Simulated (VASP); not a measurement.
Input of a VASP 6.6.1 run:

The input INCAR:

```
  PREC = Accurate
  ENCUT = 600
  EDIFF = 1E-6
  ISMEAR = 0
  SIGMA = 0.1
  LREAL = False
  LASPH = True
  NELM = 150
  ALGO = Normal
  ISIF = 3
  LWAVE = False
  LCHARG = False
  ISPIN = 2
  MAGMOM = 0.93
  LORBIT = 11
  LMAXMIX = 4
  GGA = PE
  IBRION = 2
  NSW = 80
  EDIFFG = -0.05
```

File KPOINTS:

```
Automatic mesh
0
Gamma
  8 8 8
```

File POSCAR:

```
Ni
1.0
   -1.7280715488      1.7280715488      1.7196082981
    1.7280715488     -1.7280715488      1.7196082981
    1.7280715488      1.7280715488     -1.7196082981
Ni
1
Direct
    0.5000000000      0.5000000000      0.0000000000
```

Potentials or basis: VASP PAW PBE potentials, release 64 (Ni).

Run with:

```console
$ cat potpaw_PBE.64/Ni/POTCAR > POTCAR
$ mpirun -np 1 vasp_std > vasp.out
```

(1) Estimate the relaxed cell.

(2) What does it give for the relaxed volume?

Results:

(1) a = 2.427 Å, b = 2.427 Å, c = 2.427 Å, α = 109.31°, β = 109.31°, γ = 109.79°.

(2) 11.01 Å³/atom.

Caveat: the volume moved by over 15 % at a fixed basis, so the end points are rough.
